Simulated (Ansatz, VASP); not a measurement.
## HgTe: VASP beside Ansatz

Contents of INCAR:

```
SYSTEM = HgTe
  PREC = Accurate
  ENCUT = 520
  EDIFF = 1E-8
  ISMEAR = -1
  SIGMA = 0.03
  LREAL = .FALSE.
  LASPH = .TRUE.
  NELM = 100
  ALGO = Normal
  ISIF = 2
  LWAVE = .FALSE.
  LCHARG = .FALSE.
  GGA = PE
  LEFG = .TRUE.
  NBANDS = 16
```

Contents of KPOINTS:

```
Automatic mesh
0
G
  11 11 11
  0 0 0
```

The input POSCAR:

```
HgTe
1.0
   -0.0644700000      3.1912650000      3.1912650000
    3.1912650000     -0.0644700000      3.1912650000
    3.1912650000      3.1912650000     -0.0644700000
Hg Te
1 1
Direct
    0.0000000000      0.0000000000      0.0000000000
    0.7500000000      0.7500000000      0.7500000000
```

Input for Ansatz:

```yaml
crystal:
  lattice:
    - [-0.06447, 3.191265, 3.191265]
    - [3.191265, -0.06447, 3.191265]
    - [3.191265, 3.191265, -0.06447]
  atoms:
    - { symbol: Hg, position: [0.0, 0.0, 0.0] }
    - { symbol: Te, position: [0.75, 0.75, 0.75] }
kpoints:
  mp_grid: { grid: [11, 11, 11] }
scf:
  occupations: { method: fermi_dirac, width: 0.03 }
hamiltonian:
  xc: pbe
  pseudopotentials: { kind: all_electron, datasets: crystal }
output:
  forces: true
  stress: true
  eigenvalues: true
  efg: { contact_densities: true }
```

Change from the starting cell: equal xy, yz and zx shear strains of -2 %, crystal datasets.

Alike in both runs: task electric field gradients; functional PBE; k mesh 11 × 11 × 11; occupations fermi-dirac, width 0.03 eV; no spin polarisation.

|  | VASP | Ansatz |
| --- | --- | --- |
| version | VASP 6.6.1 | Ansatz 0.2.0 |
| potentials or method | VASP PAW PBE potentials, release 64 (Hg, Te), cutoff 520 eV | all-electron PAW with datasets made for the crystal, scalar-relativistic |

```tsv
	VASP	Ansatz	Ansatz less VASP
pressure (GPa)	4.2	4.2	-0.08
traceless stress, the component that is largest in VASP (GPa)	0.93	0.92	-0.010
rms of the force components (eV/Å)	0.152	0.150	-0.0026
size of Vzz on the site where it differs most (V/Å²)	56.8	46.4	-10.44
```

Atom by atom the forces differ by 0.003 eV/Å (rms over components). Ansatz ran all-electron here, and VASP with PAW potentials.

Neither program's run includes spin-orbit coupling.
